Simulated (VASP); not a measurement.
Here is a VASP 6.6.1 calculation.

INCAR

```
SYSTEM = Ga
PREC = Accurate ; ENCUT = 520
EDIFF = 1E-6 ; ISMEAR = 0
SIGMA = 0.15 ; LREAL = .FALSE.
LASPH = .TRUE. ; NELM = 80
ALGO = Fast ; ISIF = 2
LWAVE = .FALSE. ; LCHARG = .FALSE.
GGA = PS ; NBANDS = 34
```

Contents of KPOINTS:

```
regular mesh
0
G
  10 10 10
  0 0 0
```

The input POSCAR:

```
Ga
1.0
    2.2350478178     -3.7986615528      0.0000000000
    2.2350478178      3.7986615528      0.0000000000
    0.0000000000      0.0000000000      4.9387537321
Ga
4
Direct
    0.1559156097      0.8440843903      0.0832479706
    0.6559156097      0.3440843903      0.4167520294
    0.8440843903      0.1559156097      0.9167520294
    0.3440843903      0.6559156097      0.5832479706
```

Potentials or basis: VASP PAW PBE potentials, release 64 (Ga_d).

Run with:

```sh
$ cat potpaw_PBE.64/Ga_d/POTCAR > POTCAR
$ mpirun -np 1 vasp_std > vasp.out
```

(1) What does it give for the band gap on the k mesh?

(2) What does it give for the pressure?

(3) What does it give for the largest force?

## Answers

(1) zero (bands 26 and 27 overlap by 1.16 eV).

(2) -3.9 GPa.

(3) 0.213 eV/Å.

Caveat: the cell differs from its parent crystal (engineering shear strain xz +0.0000, normal strain along z +0.1000); the stress differs along the axes, from -6 to -1 GPa; the PAW data sets were made with another functional, which shifts forces and pressure a little.
